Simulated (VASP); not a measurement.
Crystal: Al3Ru2.

```xyz
10
Lattice="7.1044 0.0000 0.0000 -3.5522 6.1526 0.0000 0.0000 0.0000 3.5463" Properties=species:S:1:pos:R:3 pbc="T T T"
Al    2.4080    0.5630    0.8866
Al    0.7165    2.3669    2.6598
Al    5.4128    1.8039    0.8866
Al    1.1442    5.5896    2.6598
Al    2.8357    3.7857    0.8866
Al   -1.8606    4.3487    2.6598
Ru    0.0000    0.0000    0.0000
Ru    0.0000    0.0000    1.7732
Ru    0.0000    4.1017    0.8866
Ru    3.5522    2.0509    2.6598
```

The cell was built from a structure type or drawn by symmetry, and may not be a known phase.

```yaml
Program: VASP 6.6.1
Task: relaxation of cell and atoms
Functional: PBE
Potentials_or_basis: VASP PAW PBE potentials, release 64 (Al, Ru_pv)
Cutoff: 600 eV
k_mesh: 3 × 3 × 6
Occupations: gaussian, width 0.1 eV
Spin: no spin polarisation
```

At the start: pressure 35.2 GPa; volume 15.50 Å³/atom.

Question: How do energy, volume and symmetry change on relaxing?

Answer: Over 16 steps the energy falls by 1185.0 meV/atom and the volume is 16.08 Å³/atom (+3.7 %); space group P6_3/m (No. 176, to 0.1 Å) before and after.

Step by step:
| step | energy change (eV) | largest force (eV/Å) | pressure (GPa) | volume (Å³) |
| --- | --- | --- | --- | --- |
| 1 | 0.0000 | 1.3593 | 35.19 | 155.01 |
| 2 | -4.6062 | 0.5960 | -21.67 | 232.18 |
| 3 | -9.1609 | 0.6749 | -12.83 | 192.20 |
| 4 | -9.2044 | 0.6989 | -11.56 | 190.11 |
| 5 | -9.2107 | 0.7128 | -10.75 | 188.90 |
| 6 | -11.3567 | 1.1315 | -1.06 | 164.49 |
| 7 | -11.4554 | 1.1652 | 3.31 | 158.93 |
| 8 | -11.7420 | 0.3306 | -0.41 | 161.22 |
| 9 | -11.7431 | 0.2814 | -0.61 | 161.36 |
| 10 | -11.7920 | 0.1896 | 0.25 | 160.15 |
| 11 | -11.8174 | 0.1688 | 1.57 | 158.46 |
| 12 | -11.8359 | 0.2059 | -0.80 | 161.18 |
| 13 | -11.8367 | 0.1973 | -0.41 | 160.71 |
| 14 | -11.8466 | 0.1019 | -0.10 | 160.55 |
| 15 | -11.8485 | 0.0425 | 0.12 | 160.44 |
| 16 | -11.8498 | 0.0085 | -0.15 | 160.75 |

Final structure:
```xyz
10
Lattice="6.4485 0.0000 0.0000 -3.2242 5.5845 0.0000 0.0000 0.0000 4.4638" Properties=species:S:1:pos:R:3 pbc="T T T"
Al    2.3702    0.4825    1.1160
Al    0.7673    2.2939    3.3479
Al    4.8455    1.8114    1.1160
Al    0.8541    5.1021    3.3479
Al    2.4570    3.2907    1.1160
Al   -1.6213    3.7731    3.3479
Ru    0.0000    0.0000    4.4638
Ru    0.0000    0.0000    2.2319
Ru    0.0000    3.7230    1.1160
Ru    3.2242    1.8615    3.3479
```

Caveat: a cell axis changed by over 15 % at a fixed basis, so the end point is rough.
